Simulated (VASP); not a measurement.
# Na (Im-3m) in VASP: further runs, part 2 of 2

VASP 6.6.1. The steps go on from the part before.

**3. Single point, PBE**

The input, INCAR:

```
PREC = Accurate
ENCUT = 500
EDIFF = 1E-6
ISMEAR = 0
SIGMA = 0.1
LREAL = False
LASPH = True
NELM = 120
ALGO = Normal
ISIF = 2
LWAVE = False
LCHARG = False
GGA = PE
NBANDS = 10
NELECT = 6.5
GGA_COMPAT = False
```

The input, KPOINTS:

```
regular mesh
0
Gamma
  8 8 8
```

The input, POSCAR:

```
Na
1.0
   -2.1040267987      2.1040267987      2.1040267987
    2.1040267987     -2.1040267987      2.1040267987
    2.1040267987      2.1040267987     -2.1040267987
Na
1
Direct
    0.0000000000      0.0000000000      0.0000000000
```

Potentials or basis: VASP PAW PBE potentials, release 64 (Na_pv).

Run with:

```bash
> cat potpaw_PBE.64/Na_pv/POTCAR > POTCAR
> mpirun -np 1 vasp_std > vasp.out
```

OUTCAR:

```text
PREC = Accurate
   ENCUT = 500
   EDIFF = 1E-6
   ISMEAR = 0
   LREAL = False
   LASPH = True
   NELM = 120
   ISIF = 2
   GGA = PE
   NELECT = 6.5

 ion  position               nearest neighbor table
   1  0.000  0.000  0.000-

  LATTYP: Found a body centered cubic cell.
 ALAT       =     4.2080535974

  Lattice vectors:

 A1 = (  -2.1040267987,   2.1040267987,   2.1040267987)
 A2 = (   2.1040267987,  -2.1040267987,   2.1040267987)
 A3 = (   2.1040267987,   2.1040267987,  -2.1040267987)

Analysis of symmetry for initial positions (statically):
=====================================================================
 Subroutine PRICEL returns:
 Original cell was already a primitive cell.

 Routine SETGRP: Setting up the symmetry group for a
 body centered cubic supercell.

 Subroutine GETGRP returns: Found 48 space group operations
[... 9 lines left out ...]

 Routine SETGRP: Setting up the symmetry group for a
 body centered cubic supercell.

 Subroutine GETGRP returns: Found 48 space group operations
[... 11 lines left out ...]
                                     Primitive cell

  volume of cell :      37.2575

[... 131 lines left out ...]

  energy without entropy =       -1.38764372  energy(sigma->0) =       -1.38917235

 E-fermi :  -0.1193     XC(G=0):  -5.6566

 val. band max:       -0.1937324345   @ k =   0.2500   0.1250   0.0000
 cond. band min:       0.0711789628   @ k =  -0.2500   0.2500   0.2500
 fundamental gap:      0.2649113973
 Fermi energy:        -0.1193062175

 k-point     1 :       0.0000    0.0000    0.0000
  band No.  band energies     occupation
      1     -24.3564      2.00000
      2     -24.3564      2.00000
      3     -24.3564      2.00000
      4      -2.0834      2.00000
      5      12.8702      0.00000
      6      12.8702      0.00000
      7      12.8702      0.00000
      8      13.9071      0.00000
      9      13.9071      0.00000
     10      14.5445      0.00000
[... 287 lines left out ...]
 k-point    24 :      -0.3750    0.3750    0.2500
  band No.  band energies     occupation
      1     -24.3810      2.00000
      2     -24.3723      2.00000
      3     -24.3688      2.00000
      4       1.3761      0.00000
      5       5.4202      0.00000
      6       7.2062      0.00000
      7       7.8470      0.00000
      8       9.8459      0.00000
      9      13.6067      0.00000
     10      14.8104      0.00000

 [... further k-points ...]
[... 5 lines left out ...]
  --------------------------------------------------------------------------------------
  -------------------------------------------------------------------------------------
  Total       -1.3532099     -1.3532099     -1.3532099      0.0000000      0.0000000     -0.0000000
  in kB      -58.1918207    -58.1918207    -58.1918207      0.0000000      0.0000000     -0.0000000
  external PRESSURE =     -58.1918207 kB  Pullay stress =       0.0000000 kB

 VOLUME and BASIS-vectors are now :
 -----------------------------------------------------------------------------
  energy-cutoff  :      500.00
  volume of cell :       37.26
      direct lattice vectors                 reciprocal lattice vectors
    -2.104026799  2.104026799  2.104026799     0.000000000  0.237639559  0.237639559
     2.104026799 -2.104026799  2.104026799     0.237639559  0.000000000  0.237639559
     2.104026799  2.104026799 -2.104026799     0.237639559  0.237639559  0.000000000

 POSITION                                       TOTAL-FORCE (eV/Angst)
 -----------------------------------------------------------------------------------
      0.00000      0.00000      0.00000         0.000000      0.000000      0.000000
 -----------------------------------------------------------------------------------
    total drift:                               -0.000000     -0.000000     -0.000000

  FREE ENERGIE OF THE ION-ELECTRON SYSTEM (eV)
  ---------------------------------------------------
  free  energy   TOTEN  =        -1.3907009766 eV

  energy  without entropy=       -1.3876437202  energy(sigma->0) =       -1.38917235
```

stdout:

```text
POSCAR found type information on POSCAR Na
 POSCAR found :  1 types and       1 ions
 scaLAPACK will be used
 LDA part: xc-table for (Slater+PW92), standard interpolation
 POSCAR, INCAR and KPOINTS ok, starting setup
 FFT: planning ... GRIDC
 FFT: planning ... GRID_SOFT
 FFT: planning ... GRID
 WAVECAR not read
 entering main loop
 the old and the new charge density differ
 old charge density:     7.00000 new    6.50000
    0.830E-01
```

It took 5.7 s on 1 thread of Intel Xeon Platinum 8488C (Sapphire Rapids), shared host; peak memory 0.15 GiB.

Results:

* Free energy: -1.3907 eV

Caveat: the cell carries a net charge on a neutralising background, which shifts energy and pressure; the cell is charged against a uniform background, so pressure and absolute levels hang on convention.

**4. Single point, PBE**

The input, INCAR:

```
SYSTEM = Na
  ALGO = Normal
  EDIFF = 1E-6
  ENCUT = 500
  GGA = PE
  GGA_COMPAT = .FALSE.
  ISIF = 2
  ISMEAR = -4
  LASPH = .TRUE.
  LCHARG = .FALSE.
  LREAL = .FALSE.
  LWAVE = .FALSE.
  NBANDS = 10
  NELM = 120
  PREC = Accurate
  SIGMA = 0.1
```

The input, KPOINTS:

```
k-points
0
G
  8 8 8
  0 0 0
```

POSCAR is that of step 3.

Run with:

```bash
> cat potpaw_PBE.64/Na_pv/POTCAR > POTCAR
> mpirun -np 1 vasp_std > vasp.out
```

It took 5.4 s on 1 thread of Intel Xeon Platinum 8488C (Sapphire Rapids), shared host; peak memory 0.15 GiB.

The run converged. Its results:

| Quantity | Value |
| --- | --- |
| Free energy | -1.2084 eV |
| Pressure | 0.1 GPa |

Levels at points of the mesh, in eV from the Fermi level:
```tsv
k point	band 1	band 2	band 3	band 4	band 5	band 6	band 7
(0.00, 0.00, 0.00)	-24.98	-24.98	-24.98	-3.34	11.63	11.63	11.63
(0.50, 0.00, 0.00)	-25.02	-24.99	-24.98	0.68	1.14	8.11	9.05
(0.50, 0.50, 0.50)	-25.01	-25.01	-25.01	4.44	4.44	4.81	4.81
```

**5. Single point, RPBE**

The input, INCAR:

```
SYSTEM = Na
  PREC = Accurate
  ENCUT = 500
  EDIFF = 1E-6
  ISMEAR = 0
  SIGMA = 0.1
  LREAL = .FALSE.
  LASPH = .TRUE.
  NELM = 120
  ALGO = Normal
  ISIF = 2
  LWAVE = .FALSE.
  LCHARG = .FALSE.
  GGA = RP
  NBANDS = 10
  GGA_COMPAT = .FALSE.
```

The input, KPOINTS:

```
regular mesh
0
G
  8 8 8
  0 0 0
```

POSCAR is that of step 4.

Run with:

```bash
> cat potpaw_PBE.64/Na_pv/POTCAR > POTCAR
> mpirun -np 1 vasp_std > vasp.out
```

Wall time 4.4 s (1 thread of Intel Xeon Platinum 8488C (Sapphire Rapids), shared host); peak memory 0.15 GiB.

The run converged. Its results:

| Item | Value |
| --- | --- |
| Free energy | -1.1842 eV |
| Pressure | 0.4 GPa |

Levels at points of the mesh, in eV from the Fermi level:
| k point | band 1 | band 2 | band 3 | band 4 | band 5 | band 6 | band 7 | band 8 |
| --- | --- | --- | --- | --- | --- | --- | --- | --- |
| (0.00, 0.00, 0.00) | -24.99 | -24.99 | -24.99 | -3.35 | 11.64 | 11.64 | 11.64 | 12.58 |
| (0.50, 0.00, 0.00) | -25.03 | -25.00 | -24.99 | 0.65 | 1.15 | 8.08 | 9.11 | 9.13 |
| (0.50, 0.50, 0.50) | -25.02 | -25.02 | -25.02 | 4.37 | 4.37 | 4.81 | 4.81 | 4.81 |

Caveat: the PAW data sets were made with another functional, which shifts forces and pressure a little.

**6. Single point, PBE+D3(BJ)**

The input, INCAR:

```
SYSTEM = Na
PREC     = Accurate       ! precision mode
ENCUT    = 500            ! plane-wave cutoff, eV
EDIFF    = 1E-6           ! SCF threshold, eV
ISMEAR   = 0              ! smearing method
SIGMA    = 0.1            ! smearing width, eV
LREAL    = .FALSE.        ! projectors in reciprocal space
LASPH    = .TRUE.         ! aspherical terms in the spheres
NELM     = 120            ! most SCF steps
ALGO     = Normal         ! electronic algorithm
ISIF     = 2              ! what is computed and relaxed
LWAVE    = .FALSE.        ! write WAVECAR
LCHARG   = .FALSE.        ! write CHGCAR
GGA      = PE             ! functional
IVDW     = 12             ! dispersion correction
NBANDS   = 10             ! bands
GGA_COMPAT= .FALSE.
```

The input, KPOINTS:

```
Automatic mesh
0
G
  8 8 8
  0 0 0
```

POSCAR: that of step 5 with these lines changed.

```diff
@@ -8,2 +8,2 @@
 Direct
-    0.0000000000      0.0000000000      0.0000000000
+    0.6660000000      0.0920000000      0.1830000000
```

Potentials or basis: VASP PAW PBE potentials, release 64 (Na_pv).

Run with:

```bash
> cat potpaw_PBE.64/Na_pv/POTCAR > POTCAR
> mpirun -np 1 vasp_std > vasp.out
```

It took 4.8 s on 1 thread of Intel Xeon Platinum 8488C (Sapphire Rapids), shared host; peak memory 0.15 GiB.

Results (log left out):

```yaml
Free_energy: -1.4564 eV
Pressure: -0.7 GPa
Dispersion_energy_per_atom: -0.153 eV
```

Levels at points of the mesh, in eV from the Fermi level:
```tsv
k point	band 1	band 2	band 3	band 4	band 5	band 6
(0.00, 0.00, 0.00)	-25.00	-25.00	-25.00	-3.36	11.61	11.61
(0.50, 0.00, 0.00)	-25.03	-25.01	-25.00	0.66	1.12	8.09
(0.50, 0.50, 0.50)	-25.02	-25.02	-25.02	4.42	4.42	4.79
```

Caveat: pairwise dispersion overbinds metals, which lowers pressure and volume.

**7. Overview**

```tsv
level	potentials or basis	smearing	gap on the mesh (eV)	pressure (GPa)
LDA	VASP PAW LDA potentials, release 64 (Na_pv)	tetrahedron	none	-0.9
PBE	VASP PAW PBE potentials, release 64 (Na_pv)	tetrahedron	none	0.1
RPBE	VASP PAW PBE potentials, release 64 (Na_pv)	gaussian 0.1 eV	none	0.4
PBE+D3(BJ)	VASP PAW PBE potentials, release 64 (Na_pv)	gaussian 0.1 eV	none	-0.7
```

Alike in all rows: task single point; no spin polarisation; cell as given; k mesh 8 × 8 × 8; cutoff (eV) 500.

Caveats: tetrahedron occupations give inexact forces and stress in metals (some runs); the PAW data sets were made with another functional, which shifts forces and pressure a little (some runs); pairwise dispersion overbinds metals, which lowers pressure and volume (some runs).

Total energies depend on the potentials used, so only differences within one code and one set of settings carry meaning.
